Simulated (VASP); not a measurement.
Crystal: Zn2C.

```
CELL_PARAMETERS angstrom
0.00000 2.57795 2.57795
2.57795 0.00000 2.57795
2.57795 2.57795 0.00000
ATOMIC_POSITIONS crystal
C 0.00000 0.00000 0.00000
Zn 0.25000 0.25000 0.25000
Zn 0.75000 0.75000 0.75000
```

Base run:

```yaml
Program: VASP 6.6.1
Functional: r2SCAN
Potentials_or_basis: VASP PAW PBE potentials, release 64 (C, Zn)
Cutoff: 520 eV
k_mesh: 6 × 6 × 6
Occupations: fermi-dirac, width 0.02 eV
Spin: no spin polarisation
```

Its results: band gap on the k mesh 0.12 eV, direct; pressure 0.5 GPa.

The run is repeated on the same cell with these changes: functional from r2SCAN to PBE-based screened hybrid; k mesh from 6 × 6 × 6 to 4 × 4 × 4. What comes out?

Band gap on the k mesh 0.44 eV, direct; pressure 2.5 GPa.

Several settings changed at once, so the effect can't be laid on one alone.

Caveats: some runs use coarse meshes; the PAW data sets were made with another functional, which shifts forces and pressure a little.

